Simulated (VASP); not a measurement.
Runs of VASP 6.6.1 on Ge. The structure is that of space group Fd-3m (No. 227), or close to it. The cells are those of the table. 

| cell | gap on the mesh (eV) | pressure (GPa) |
| --- | --- | --- |
| a = 3.966, b = 4.036, c = 4.001 Å, angles 59.1, 60.9, 60.0°, 2 atoms | (a) | 0.7 |
| a = 3.986, b = 4.016, c = 4.001 Å, angles 59.6, 60.4, 60.0°, 2 atoms | 0.34 | 0.7 |
| a = 3.995, b = 4.005, c = 4.000 Å, angles 59.9, 60.1, 60.0°, 2 atoms | 0.38 | 0.7 |
| a = 3.976, b = 4.026, c = 4.001 Å, angles 59.4, 60.6, 60.0°, 2 atoms | 0.30 | 0.7 |

Alike in all rows: task single point; level r2SCAN; potentials or basis VASP PAW PBE potentials, release 64 (Ge_d); no spin polarisation; k mesh 10 × 10 × 10; cutoff (eV) 520; smearing gaussian 0.05 eV.

Problem. Estimate the missing entries.

Solution. (a) 0.26.

Caveats: the PAW data sets were made with another functional, which shifts forces and pressure a little.

A k mesh can miss the band edges, and the runs leave out spin-orbit coupling on Ge.
